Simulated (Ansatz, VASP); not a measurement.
## One calculation of HfH3Cl, two programs

```
Hf H Cl
1.0
     3.76099    0.00000    0.00000
     0.00000    3.76099    0.00000
     0.00000    0.00000    3.76099
Hf H Cl
1 3 1
Direct
  0.00000 0.00000 0.00000
  0.50000 0.00000 0.50000
  0.50000 0.50000 0.00000
  0.00000 0.50000 0.50000
  0.50000 0.50000 0.50000
```

Change from the starting cell: species swapped into the Yb3InC type (Pm-3m, No. 221).

Alike in both runs: functional PBE; k mesh 3 × 3 × 3; occupations gaussian, width 0.15 eV; no spin polarisation.

Ansatz relaxed the structure, and its values are those at the end. VASP's run is a single point on that final structure, the one shown.

|  | VASP | Ansatz |
| --- | --- | --- |
| version | VASP 6.6.1 | Ansatz 0.2.0 |
| potentials or method | VASP PAW PBE potentials, release 64 (Hf_pv, H, Cl), cutoff 500 eV | scalar-relativistic, plane waves, PAW |
| valence electrons in the cell | 20 | 36 |

|  | VASP | Ansatz | Ansatz less VASP |
| --- | --- | --- | --- |
| gap on the k mesh at the Fermi level (eV) | none | none | - |
| pressure (GPa) | -0.7 | -0.5 | +0.21 |

A gap of «none» marks a metal or a gap that the smearing closes. VASP's potentials hold 20 valence electrons a cell and Ansatz's 36, so a difference there can come from the potentials and not from the codes.

The k mesh is coarse, so the values compare programs but aren't converged. Neither program's run includes spin-orbit coupling.
